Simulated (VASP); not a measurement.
# B in VASP: single point with PBE

Aim: the single point of B with PBE.

Program: VASP 6.6.1. These are calculated values, not measurements. Logs are shortened: lines on timing, memory, paths and dates and some standing lists are left out, and cuts for length are marked.

## 1. The cell of the first run

The cell holds a molecule in a box, 1 atom: a = 15.000 Å, b = 15.500 Å, c = 16.000 Å, α = 90.00°, β = 90.00°, γ = 90.00°.

## 2. Single point, PBE, collinear spin, ferromagnetic start

File INCAR:

```
PREC = Accurate
ENCUT = 520
EDIFF = 1E-6
ISMEAR = 0
SIGMA = 0.005
LREAL = F
LASPH = T
NELM = 150
ALGO = Normal
ISIF = 2
LWAVE = F
LCHARG = T
ISPIN = 2
MAGMOM = 1
LORBIT = 11
GGA = PE
LELF = T
LVHAR = T
NBANDS = 12
ISYM = 0
```

File KPOINTS:

```
regular mesh
0
Gamma
  1 1 1
```

File POSCAR:

```
B
1.0
   15.0000000000      0.0000000000      0.0000000000
    0.0000000000     15.5000000000      0.0000000000
    0.0000000000      0.0000000000     16.0000000000
B
1
Direct
    0.5000000000      0.5000000000      0.5000000000
```

Potentials or basis: VASP PAW PBE potentials, release 64 (B).

The run is started by

```sh
$ cat potpaw_PBE.64/B/POTCAR > POTCAR
$ mpirun -np 1 vasp_gam > vasp.out
```

OUTCAR:

```text
PREC = Accurate
   ENCUT = 520
   EDIFF = 1E-6
   ISMEAR = 0
   LREAL = F
   LASPH = T
   NELM = 150
   ISIF = 2
   ISPIN = 2
   LORBIT = 11
   GGA = PE
   ISYM = 0

 ion  position               nearest neighbor table
   1  0.500  0.500  0.500-

IMPORTANT INFORMATION: All symmetrisations will be switched off!
NOSYMM: (Re-)initialisation of all symmetry stuff for point group C_1.

----------------------------------------------------------------------------------------

                                     Primitive cell

  volume of cell :    3720.0000

  direct lattice vectors                    reciprocal lattice vectors
    15.000000000  0.000000000  0.000000000     0.066666667  0.000000000  0.000000000
     0.000000000 15.500000000  0.000000000     0.000000000  0.064516129  0.000000000
     0.000000000  0.000000000 16.000000000     0.000000000  0.000000000  0.062500000

  length of vectors
    15.000000000 15.500000000 16.000000000     0.066666667  0.064516129  0.062500000

  position of ions in fractional coordinates (direct lattice)
     0.500000000  0.500000000  0.500000000

  ion indices of the primitive-cell ions
   primitive index   ion index
                 1           1

----------------------------------------------------------------------------------------

 KPOINTS: regular mesh

Automatic generation of k-mesh.
 Grid dimensions read from file:
 generate k-points for:    1    1    1

 Generating k-lattice:

  Cartesian coordinates                     Fractional coordinates (reciprocal lattice)
     0.066666667  0.000000000  0.000000000     1.000000000  0.000000000  0.000000000
     0.000000000  0.064516129  0.000000000     0.000000000  1.000000000  0.000000000
     0.000000000  0.000000000  0.062500000     0.000000000  0.000000000  1.000000000

  Length of vectors
     0.066666667  0.064516129  0.062500000

  Shift w.r.t. Gamma in fractional coordinates (k-lattice)
     0.000000000  0.000000000  0.000000000

 Subroutine IBZKPT returns following result:
 ===========================================

 Found      1 irreducible k-points:

 Following reciprocal coordinates:
            Coordinates               Weight
  0.000000  0.000000  0.000000      1.000000
   k-points           NKPTS =      1   k-points in BZ     NKDIM =      1   number of bands    NBANDS=     12
   number of dos      NEDOS =    301   number of ions     NIONS =      1
   total plane-waves  NPLWV = ******
   dimension x,y,z NGX =   112 NGY =  120 NGZ =  120
   dimension x,y,z NGXF=   224 NGYF=  240 NGZF=  240
   ions per type =               1
   NGX,Y,Z   is equivalent  to a cutoff of  12.41, 12.87, 12.47 a.u.
   NGXF,Y,Z  is equivalent  to a cutoff of  24.83, 25.74, 24.94 a.u.
 SYSTEM =  unknown system
   PREC   = accura    normal or accurate (medium, high low for compatibility)
   ISTART =      0    job   : 0-new  1-cont  2-samecut
   ICHARG =      2    charge: 1-file 2-atom 10-const
   ISPIN  =      2    spin polarized calculation?
   LNONCOLLINEAR =      F non collinear calculations
   LSORBIT =      F    spin-orbit coupling
   LASPH  =      T    aspherical Exc in radial PAW
   ENCUT  =  520.0 eV  38.22 Ry    6.18 a.u.  27.89 28.82 29.75*2*pi/ulx,y,z
   NELM   =    150;   NELMIN=  2; NELMDL= -5     # of ELM steps
   EDIFF  = 0.1E-05   stopping-criterion for ELM
   LREAL  =      F    real-space projection
   EDIFFG = 0.1E-04   stopping-criterion for IOM
   NSW    =      0    number of steps for IOM
   IBRION =     -1    ionic relax: 0-MD 1-quasi-New 2-CG
   NFREE  =      0    steps in history (QN), initial steepest desc. (CG)
   ISIF   =      2    stress and relaxation
   ISYM   =      0    0-nonsym 1-usesym 2-fastsym
   POTIM  = 0.5000    time-step for ionic-motion
   TEBEG  =    0.0;   TEEND  =   0.0 temperature during run
   PSTRESS=    0.0 pullay stress
   NELECT =       3.0000    total number of electrons
   NUPDOWN=      -1.0000    fix difference up-down
   EMIN   =  10.00;   EMAX   =-10.00  energy-range for DOS
   EFERMI =   0.00;   METHOD = LEGACY
   ISMEAR =     0;   SIGMA  =   0.01  broadening in eV -4-tet -1-fermi 0-gaus
   EFERMI_NEDOS =   21; number of points for ismear=-14 and -15
   IALGO  =     38    algorithm
   IMIX   =      4    mixing-type and parameters
     AMIX     =   0.40;   BMIX     =  1.00
     AMIX_MAG =   1.60;   BMIX_MAG =  1.00
  volume/ion in A,a.u.               =    3720.00     25103.80
  Fermi-wavevector in a.u.,A,eV,Ry     =   0.152382  0.287961  0.315932  0.023220
  Thomas-Fermi vector in A             =   0.832379
   LORBIT       =     11    0 simple, 1 ext, 2 COOP (PROOUT), +10 PAW based schemes
   GGA     = PE    functional components
   LHFCALC =     F    Hartree Fock is set to
   AEXX    =    0.0000 exact exchange contribution
   IVDW    =     0    specifies the selected vdW correction
   LEPSILON=     F    determine dielectric tensor
   LRPA    =     F    only Hartree local field effects (RPA)
 spin polarized calculation
 Gauss-broadening in eV      SIGMA  =   0.01
  energy-cutoff  :      520.00
  volume of cell :     3720.00
 maximum number of plane-waves:     50071
 NGX is ok and might be reduce to   112
   NGX = 55   NGY = 57   NGZ = 59

 number of electron       3.0000000 magnetization       1.0000000

 Free energy of the ion-electron system (eV)
  ---------------------------------------------------
  ext. energy  EPLUGINS =         0.00000000
  ---------------------------------------------------
  free energy    TOTEN  =        -0.33739462 eV

  energy without entropy =       -0.33457367  energy(sigma->0) =       -0.33598415

 E-fermi :  -4.0532     XC(G=0):  -0.2106

 val. band max:       -4.0531666905   @ k =   0.0000   0.0000   0.0000
 cond. band min:      -4.0531593068   @ k =   0.0000   0.0000   0.0000
 fundamental gap:      0.0000073837
 Fermi energy:        -4.0531629987

 spin component 1

 k-point     1 :       0.0000    0.0000    0.0000
  band No.  band energies     occupation
      1      -9.7976      1.00000
      2      -4.0532      0.50042
      3      -4.0532      0.49958
      4      -3.6437      0.00000
      5      -0.2911      0.00000
      6       0.3086      0.00000
      7       0.3653      0.00000
      8       0.4246      0.00000
      9       0.4679      0.00000
     10       0.5270      0.00000
     11       0.5739      0.00000
     12       0.9559      0.00000
 Fermi energy:        -4.0531629987

 spin component 2

 k-point     1 :       0.0000    0.0000    0.0000
  band No.  band energies     occupation
      1      -8.6728      1.00000
      2      -3.3533      0.00000
      3      -2.6819      0.00000
      4      -2.6818      0.00000
      5      -0.0754      0.00000
      6       0.4719      0.00000
      7       0.5408      0.00000
      8       0.5796      0.00000
      9       0.5934      0.00000
     10       0.6270      0.00000
     11       0.6371      0.00000
     12       1.1223      0.00000

------------------------ aborting loop because EDIFF is reached ----------------------------------------

  FORCE on cell =-STRESS in cart. coord.  units (eV):
  Direction    XX          YY          ZZ          XY          YZ          ZX
  --------------------------------------------------------------------------------------
  -------------------------------------------------------------------------------------
  Total       -0.0026693     -0.0014486     -0.0032426      0.0000906      0.0004632      0.0000535
  in kB       -0.0011497     -0.0006239     -0.0013966      0.0000390      0.0001995      0.0000231
  external PRESSURE =      -0.0010567 kB  Pullay stress =       0.0000000 kB

 VOLUME and BASIS-vectors are now :
 -----------------------------------------------------------------------------
  energy-cutoff  :      520.00
  volume of cell :     3720.00
      direct lattice vectors                 reciprocal lattice vectors
    15.000000000  0.000000000  0.000000000     0.066666667  0.000000000  0.000000000
     0.000000000 15.500000000  0.000000000     0.000000000  0.064516129  0.000000000
     0.000000000  0.000000000 16.000000000     0.000000000  0.000000000  0.062500000

 POSITION                                       TOTAL-FORCE (eV/Angst)
 -----------------------------------------------------------------------------------
      7.50000      7.75000      8.00000        -0.000000      0.000000     -0.000000
 -----------------------------------------------------------------------------------
    total drift:                               -0.000000      0.000000     -0.000000

  FREE ENERGIE OF THE ION-ELECTRON SYSTEM (eV)
  ---------------------------------------------------
  free  energy   TOTEN  =        -0.3373946200 eV

  energy  without entropy=       -0.3345736736  energy(sigma->0) =       -0.33598415

 total charge

# of ion       s       p       d       tot
------------------------------------------
    1        0.943   0.404   0.000   1.348

 magnetization (x)

# of ion       s       p       d       tot
------------------------------------------
    1        0.016   0.404   0.000   0.420
```

Run time: 8.3 min. Hardware: 1 thread of Intel Xeon Platinum 8488C (Sapphire Rapids), shared host; peak memory 3.4 GiB.

Results:

```
Free energy                                           : -0.3374 eV
Gap between the frontier levels                       : zero (filled and empty bands touch)
Net moment                                            : 1.00 μB per cell
Site moments                                          : B +0.42 μB
Valence electrons inside the program's atomic spheres : B 1.35
```
